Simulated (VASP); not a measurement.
# InP (F-43m) in VASP: phonons with r2SCAN

Aim: the phonons of InP with r2SCAN.

All numbers are computed with VASP 6.6.1; they aren't measurements. Logs are shortened: lines on timing, memory, paths and dates and some standing lists are left out, and cuts for length are marked.

## 1. The cell of the first run

The structure is cubic, space group F-43m (No. 216). Conventional cell: a = 5.907 Å, b = 5.907 Å, c = 5.907 Å, α = 90.00°, β = 90.00°, γ = 90.00°. Within 3.4 Å of In (site symmetry -43m) lie 4 P at 2.56 Å. Within 3.4 Å of P (site symmetry -43m) lie 4 In at 2.56 Å.

## 2. Phonons, r2SCAN

Contents of INCAR:

```
SYSTEM = InP
PREC = Accurate
ENCUT = 520
EDIFF = 1E-8
ISMEAR = 0
SIGMA = 0.05
LREAL = .False.
LASPH = .True.
NELM = 80
ALGO = Normal
ISIF = 2
LWAVE = .False.
LCHARG = .False.
METAGGA = R2SCAN
LMIXTAU = .True.
NBANDS = 16
IBRION = 6
NFREE = 2
POTIM = 0.015
NSW = 1
```

Contents of KPOINTS:

```
regular mesh
0
Gamma
  8 8 8
  0 0 0
```

Contents of POSCAR:

```
InP
1.0
    0.0000000000      2.9535689173      2.9535689173
    2.9535689173      0.0000000000      2.9535689173
    2.9535689173      2.9535689173      0.0000000000
In P
1 1
Direct
    0.0000000000      0.0000000000      0.0000000000
    0.7500000000      0.7500000000      0.7500000000
```

Potentials or basis: VASP PAW PBE potentials, release 64 (In_d, P).

Launch:

```bash
$ cat potpaw_PBE.64/In_d/POTCAR potpaw_PBE.64/P/POTCAR > POTCAR
$ mpirun -np 1 vasp_std > vasp.out
```

OUTCAR:

```text
SYSTEM = InP
   PREC = Accurate
   ENCUT = 520
   EDIFF = 1E-8
   ISMEAR = 0
   LREAL = .False.
   LASPH = .True.
   NELM = 80
   ISIF = 2
   METAGGA = R2SCAN
   IBRION = 6
   NFREE = 2
   POTIM = 0.015
   NSW = 1

 ion  position               nearest neighbor table
   1  0.000  0.000  0.000-   2 2.56   2 2.56   2 2.56   2 2.56
   2  0.750  0.750  0.750-   1 2.56   1 2.56   1 2.56   1 2.56

  LATTYP: Found a face centered cubic cell.
 ALAT       =     5.9071378346

  Lattice vectors:

 A1 = (   0.0000000000,   2.9535689173,   2.9535689173)
 A2 = (   2.9535689173,   0.0000000000,   2.9535689173)
 A3 = (   2.9535689173,   2.9535689173,   0.0000000000)

Analysis of symmetry for initial positions (statically):
=====================================================================
 Subroutine PRICEL returns:
 Original cell was already a primitive cell.

 Routine SETGRP: Setting up the symmetry group for a
 face centered cubic supercell.

 Subroutine GETGRP returns: Found 24 space group operations
 (whereof 24 operations were pure point group operations)
 out of a pool of 48 trial point group operations.

The static configuration has the point symmetry T_d .

Analysis of symmetry for dynamics (positions and initial velocities):
=====================================================================
 Subroutine PRICEL returns:
 Original cell was already a primitive cell.

 Routine SETGRP: Setting up the symmetry group for a
 face centered cubic supercell.

 Subroutine GETGRP returns: Found 24 space group operations
 (whereof 24 operations were pure point group operations)
 out of a pool of 48 trial point group operations.

The dynamic configuration has the point symmetry T_d .

 Subroutine INISYM returns: Found 24 space group operations
 (whereof 24 operations are pure point group operations),
 and found     1 'primitive' translations

----------------------------------------------------------------------------------------

                                     Primitive cell

  volume of cell :      51.5313

  direct lattice vectors                    reciprocal lattice vectors
     0.000000000  2.953568917  2.953568917    -0.169286722  0.169286722  0.169286722
     2.953568917  0.000000000  2.953568917     0.169286722 -0.169286722  0.169286722
     2.953568917  2.953568917  0.000000000     0.169286722  0.169286722 -0.169286722

  length of vectors
     4.176977220  4.176977220  4.176977220     0.293213203  0.293213203  0.293213203

  position of ions in fractional coordinates (direct lattice)
     0.000000000  0.000000000  0.000000000
     0.750000000  0.750000000  0.750000000

  ion indices of the primitive-cell ions
   primitive index   ion index
                 1           1
                 2           2

----------------------------------------------------------------------------------------

 KPOINTS: regular mesh

Automatic generation of k-mesh.
 Grid dimensions read from file:
 generate k-points for:    8    8    8

 Generating k-lattice:

  Cartesian coordinates                     Fractional coordinates (reciprocal lattice)
    -0.021160840  0.021160840  0.021160840     0.125000000  0.000000000  0.000000000
     0.021160840 -0.021160840  0.021160840     0.000000000  0.125000000  0.000000000
     0.021160840  0.021160840 -0.021160840     0.000000000  0.000000000  0.125000000

  Length of vectors
     0.036651650  0.036651650  0.036651650

  Shift w.r.t. Gamma in fractional coordinates (k-lattice)
     0.000000000  0.000000000  0.000000000

 Subroutine IBZKPT returns following result:
 ===========================================

 Found     29 irreducible k-points:

 Following reciprocal coordinates:
            Coordinates               Weight
  0.000000  0.000000  0.000000      1.000000
  0.125000  0.000000  0.000000      8.000000
  0.250000  0.000000  0.000000      8.000000
  0.375000  0.000000  0.000000      8.000000
  0.500000  0.000000  0.000000      4.000000
  0.125000  0.125000  0.000000      6.000000
[... 16 lines left out ...]
  0.500000  0.250000  0.125000     48.000000
 -0.375000  0.250000  0.125000     24.000000
 [... further k-points ...]
   k-points           NKPTS =     29   k-points in BZ     NKDIM =     29   number of bands    NBANDS=     16
   number of dos      NEDOS =    301   number of ions     NIONS =      2
   total plane-waves  NPLWV =  32768
   dimension x,y,z NGX =    32 NGY =   32 NGZ =   32
   dimension x,y,z NGXF=    64 NGYF=   64 NGZF=   64
   ions per type =               1   1
   NGX,Y,Z   is equivalent  to a cutoff of  12.74, 12.74, 12.74 a.u.
   NGXF,Y,Z  is equivalent  to a cutoff of  25.47, 25.47, 25.47 a.u.
 SYSTEM =  InP
   PREC   = accura    normal or accurate (medium, high low for compatibility)
   ISTART =      0    job   : 0-new  1-cont  2-samecut
   ICHARG =      2    charge: 1-file 2-atom 10-const
   ISPIN  =      1    spin polarized calculation?
   LNONCOLLINEAR =      F non collinear calculations
   LSORBIT =      F    spin-orbit coupling
   LASPH  =      T    aspherical Exc in radial PAW
   ENCUT  =  520.0 eV  38.22 Ry    6.18 a.u.   7.77  7.77  7.77*2*pi/ulx,y,z
   NELM   =     80;   NELMIN=  2; NELMDL= -5     # of ELM steps
   EDIFF  = 0.1E-07   stopping-criterion for ELM
   LREAL  =      F    real-space projection
   EDIFFG = 0.1E-06   stopping-criterion for IOM
   NSW    =     61    number of steps for IOM
   IBRION =      6    ionic relax: 0-MD 1-quasi-New 2-CG
   NFREE  =      2    steps in history (QN), initial steepest desc. (CG)
   ISIF   =      2    stress and relaxation
   ISYM   =      2    0-nonsym 1-usesym 2-fastsym
   POTIM  = 0.0150    time-step for ionic-motion
   TEBEG  =    0.0;   TEEND  =   0.0 temperature during run
   PSTRESS=    0.0 pullay stress
   NELECT =      18.0000    total number of electrons
   NUPDOWN=      -1.0000    fix difference up-down
   EMIN   =  10.00;   EMAX   =-10.00  energy-range for DOS
   EFERMI =   0.00;   METHOD = LEGACY
   ISMEAR =     0;   SIGMA  =   0.05  broadening in eV -4-tet -1-fermi 0-gaus
   EFERMI_NEDOS =   21; number of points for ismear=-14 and -15
   IALGO  =     38    algorithm
   IMIX   =      4    mixing-type and parameters
     AMIX     =   0.40;   BMIX     =  1.00
     AMIX_MAG =   1.60;   BMIX_MAG =  1.00
  volume/ion in A,a.u.               =      25.77       173.88
  Fermi-wavevector in a.u.,A,eV,Ry     =   1.152945  2.178750 18.085979  1.329282
  Thomas-Fermi vector in A             =   2.289592
   LORBIT       =      0    0 simple, 1 ext, 2 COOP (PROOUT), +10 PAW based schemes
   METAGGA = R2SCAN    functional components
   LHFCALC =     F    Hartree Fock is set to
   AEXX    =    0.0000 exact exchange contribution
   IVDW    =     0    specifies the selected vdW correction
   LEPSILON=     F    determine dielectric tensor
   LRPA    =     F    only Hartree local field effects (RPA)
 finite differences with symmetry
 non-spin polarized calculation
 Gauss-broadening in eV      SIGMA  =   0.05
  energy-cutoff  :      520.00
  volume of cell :       51.53
 maximum number of plane-waves:      1411
   NGX = 15   NGY = 15   NGZ = 15

--------------------------------------- Ionic step        1  -------------------------------------------

 number of electron      18.0000009 magnetization

 Free energy of the ion-electron system (eV)
  ---------------------------------------------------
  ext. energy  EPLUGINS =         0.00000000
  ---------------------------------------------------
  free energy    TOTEN  =       -32.29735295 eV

  energy without entropy =      -32.29735295  energy(sigma->0) =      -32.29735295

------------------------ aborting loop because EDIFF is reached ----------------------------------------

  FORCE on cell =-STRESS in cart. coord.  units (eV):
  Direction    XX          YY          ZZ          XY          YZ          ZX
  --------------------------------------------------------------------------------------
  -------------------------------------------------------------------------------------
  Total       -0.0391325     -0.0391325     -0.0391325     -0.0000000     -0.0000000     -0.0000000
  in kB       -1.2166801     -1.2166801     -1.2166801     -0.0000000     -0.0000000     -0.0000000
  external PRESSURE =      -1.2166801 kB  Pullay stress =       0.0000000 kB
[... 129 lines left out ...]
  energy  without entropy=      -32.2964758904  energy(sigma->0) =      -32.29647589

--------------------------------------- Ionic step        5  -------------------------------------------

 number of electron      18.0000009 magnetization

 Free energy of the ion-electron system (eV)
  ---------------------------------------------------
  ext. energy  EPLUGINS =         0.00000000
  ---------------------------------------------------
  free energy    TOTEN  =       -32.29647594 eV

  energy without entropy =      -32.29647594  energy(sigma->0) =      -32.29647594

 E-fermi :   5.0389     XC(G=0):  -9.7716

 val. band max:        4.7844700551   @ k =   0.0000   0.0000   0.0000
 cond. band min:       5.7876914436   @ k =   0.0000   0.0000   0.0000
 fundamental gap:      1.0032213885
 Fermi energy:         5.0388683061

 k-point     1 :       0.0000    0.0000    0.0000
  band No.  band energies     occupation
      1      -9.8591      2.00000
      2      -9.8562      2.00000
      3      -9.8527      2.00000
      4      -9.6892      2.00000
      5      -9.6892      2.00000
      6      -7.0802      2.00000
[... 8 lines left out ...]
     15      14.6407      0.00000
     16      14.6409      0.00000
[... 420 lines left out ...]
  band No.  band energies     occupation
      1      -9.9942      2.00000
      2      -9.8055      2.00000
      3      -9.7874      2.00000
      4      -9.6946      2.00000
      5      -9.6766      2.00000
      6      -5.0438      2.00000
[... 8 lines left out ...]
     15      15.9843      0.00000
     16      16.6337      0.00000

 [... further k-points ...]

------------------------ aborting loop because EDIFF is reached ----------------------------------------

  FORCE on cell =-STRESS in cart. coord.  units (eV):
  Direction    XX          YY          ZZ          XY          YZ          ZX
  --------------------------------------------------------------------------------------
  -------------------------------------------------------------------------------------
  Total       -0.0390130     -0.0366032     -0.0366032      0.0000000     -0.1130540      0.0000000
  in kB       -1.2129662     -1.1380421     -1.1380421      0.0000000     -3.5149982      0.0000000
  external PRESSURE =      -1.1630168 kB  Pullay stress =       0.0000000 kB
[... 17 lines left out ...]
  FREE ENERGIE OF THE ION-ELECTRON SYSTEM (eV)
  ---------------------------------------------------
  free  energy   TOTEN  =       -32.2964759395 eV

  energy  without entropy=      -32.2964759395  energy(sigma->0) =      -32.29647594

 INTERNAL STRAIN TENSORS FROM DISPLACED ATOMS
 ============================================

 INTERNAL STRAIN TENSOR FOR ION    1 for displacements in x,y,z  (eV/Angst):
          X           Y           Z          XY          YZ          ZX
  --------------------------------------------------------------------------------
  x    -0.00000     0.00000     0.00000     0.00000    -7.53712     0.00000
  y    -0.00000     0.00000    -0.00000     0.00000     0.00000    -7.53712
  z     0.00000     0.00000    -0.00000    -7.53712     0.00000     0.00000

 INTERNAL STRAIN TENSOR FOR ION    2 for displacements in x,y,z  (eV/Angst):
          X           Y           Z          XY          YZ          ZX
  --------------------------------------------------------------------------------
  x     0.00000     0.00000     0.00000     0.00000     7.53477     0.00000
  y     0.00000    -0.00000     0.00000     0.00000     0.00000     7.53477
  z     0.00000     0.00000     0.00000     7.53477     0.00000     0.00000

 Eigenvectors and eigenvalues of the dynamical matrix
 ----------------------------------------------------

   1 f  =    8.841748 THz    55.554340 2PiTHz  294.928963 cm-1    36.566515 meV
             X         Y         Z           dx          dy          dz
      0.000000  0.000000  0.000000    -0.461627    0.000000    0.000000
      4.430353  4.430353  4.430353     0.887074    0.000000    0.000000

   2 f  =    8.841748 THz    55.554340 2PiTHz  294.928963 cm-1    36.566515 meV
             X         Y         Z           dx          dy          dz
      0.000000  0.000000  0.000000     0.000000    0.461627    0.000000
      4.430353  4.430353  4.430353     0.000000   -0.887074    0.000000
[... 11 lines left out ...]
   5 f/i=    0.007007 THz     0.044023 2PiTHz    0.233713 cm-1     0.028977 meV
             X         Y         Z           dx          dy          dz
      0.000000  0.000000  0.000000     0.000000    0.000000    0.887074
      4.430353  4.430353  4.430353     0.000000    0.000000    0.461627

   6 f/i=    0.007007 THz     0.044023 2PiTHz    0.233713 cm-1     0.028977 meV
             X         Y         Z           dx          dy          dz
      0.000000  0.000000  0.000000    -0.887074    0.000000    0.000000
      4.430353  4.430353  4.430353    -0.461627    0.000000    0.000000

 ELASTIC MODULI CONTR FROM IONIC RELAXATION (kBar)
 Direction    XX          YY          ZZ          XY          YZ          ZX
 --------------------------------------------------------------------------------
 XX          -0.0000      0.0000      0.0000      0.0000     -0.0000     -0.0000
 YY           0.0000     -0.0000      0.0000      0.0000      0.0000      0.0000
 ZZ           0.0000      0.0000     -0.0000     -0.0000      0.0000     -0.0000
 XY           0.0000      0.0000     -0.0000   -226.0377      0.0000      0.0000
 YZ          -0.0000      0.0000      0.0000      0.0000   -226.0377      0.0000
 ZX          -0.0000      0.0000     -0.0000      0.0000      0.0000   -226.0377
 --------------------------------------------------------------------------------
```

Run time: 38 min. Hardware: 1 thread of AMD EPYC 7R43 (Zen 3), shared host; peak memory 0.22 GiB.

What came out:

```
Highest phonon frequency at Γ, LO-TO splitting left out : 295 cm⁻¹
```

Phonon frequencies in cm⁻¹ (negative: imaginary):
```tsv
q point	frequencies
(0.000, 0.000, 0.000)	0 0 0 295 295 295
```

Caveat: the PAW data sets were made with another functional, which shifts forces and pressure a little; spin-orbit coupling is left out, which moves the levels of the heavy elements.
